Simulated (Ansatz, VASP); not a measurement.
# YNbTl: VASP beside Ansatz

```
CELL_PARAMETERS angstrom
4.04450 0.00000 0.00000
0.00000 4.04450 0.00000
0.00000 0.00000 5.30725
ATOMIC_POSITIONS crystal
Y 0.50000 0.50000 0.00000
Nb 0.00000 0.00000 0.00000
Tl 0.50000 0.50000 0.50000
```

Alike in both runs: task relaxation of cell and atoms; functional PBE; k mesh 4 × 4 × 4; occupations gaussian, width 0.1 eV; no spin polarisation.

```csv
,VASP,Ansatz
version,VASP 6.6.1,Ansatz 0.2.0
potentials or method,"VASP PAW PBE potentials, release 64 (Y_sv, Nb_sv, Tl_d), cutoff 600 eV","scalar-relativistic, plane waves, PAW"
valence electrons in the cell,37,37
```

|  | VASP | Ansatz | Ansatz less VASP |
| --- | --- | --- | --- |
| gap on the k mesh at the Fermi level, each at its own relaxed structure (eV) | none | none | - |
| relaxed volume (Å³/atom) | 32.98 | 32.94 | -0.041 |
| relaxed cell length with the largest relative difference (Å) | 6.211 | 6.187 | -0.0248 |

A gap of «none» marks a metal or a gap that the smearing closes.

The k mesh is coarse, so the values compare programs but aren't converged. Neither program's run includes spin-orbit coupling.
